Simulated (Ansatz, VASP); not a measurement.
# TiO2 in VASP and in Ansatz

File INCAR:

```
PREC = Accurate
ENCUT = 520
EDIFF = 1E-6
ISMEAR = 0
SIGMA = 0.01
LREAL = F
LASPH = T
NELM = 80
ALGO = Normal
ISIF = 2
LWAVE = F
LCHARG = F
GGA = PS
NBANDS = 19
```

The input KPOINTS:

```
Automatic mesh
0
Gamma
  6 6 6
```

POSCAR

```
TiO2
1.0
    0.0000000000      2.3968272579      2.3968272579
    2.3968272579      0.0000000000      2.3968272579
    2.3968272579      2.3968272579      0.0000000000
Ti O
1 2
Direct
    0.0000000000      0.0000000000      0.0000000000
    0.2500000000      0.2500000000      0.2500000000
    0.7500000000      0.7500000000      0.7500000000
```

Input for Ansatz:

```yaml
crystal:
  lattice:
    - [0.0, 2.3968272579, 2.3968272579]
    - [2.3968272579, 0.0, 2.3968272579]
    - [2.3968272579, 2.3968272579, 0.0]
  atoms:
    - { symbol: Ti, position: [0.0, 0.0, 0.0] }
    - { symbol: O, position: [0.25, 0.25, 0.25] }
    - { symbol: O, position: [0.75, 0.75, 0.75] }
kpoints:
  mp_grid: { grid: [6, 6, 6] }
hamiltonian:
  xc: pbesol
scf:
  occupations: { method: fixed }
  n_extra_bands: 4
output:
  forces: true
  stress: true
  eigenvalues: true
```

Alike in both runs: task single point; functional PBEsol; k mesh 6 × 6 × 6; no spin polarisation.

|  | VASP | Ansatz |
| --- | --- | --- |
| version | VASP 6.6.1 | Ansatz 0.2.0 |
| potentials or method | VASP PAW PBE potentials, release 64 (Ti_sv, O) | plane waves |
| plane-wave cutoff (eV) | 520 | 420 |
| occupations | gaussian, width 0.01 eV | fixed |
| valence electrons in the cell | 24 | 24 |

Ansatz gave:

```
gap on the k mesh at the Fermi level (eV) : 1.09
pressure (GPa)                            : -2.7
```

Which values does VASP return?

gap on the k mesh at the Fermi level (eV): 1.07; pressure (GPa): -1.9.

VASP's potentials were made for PBE, not for PBEsol.
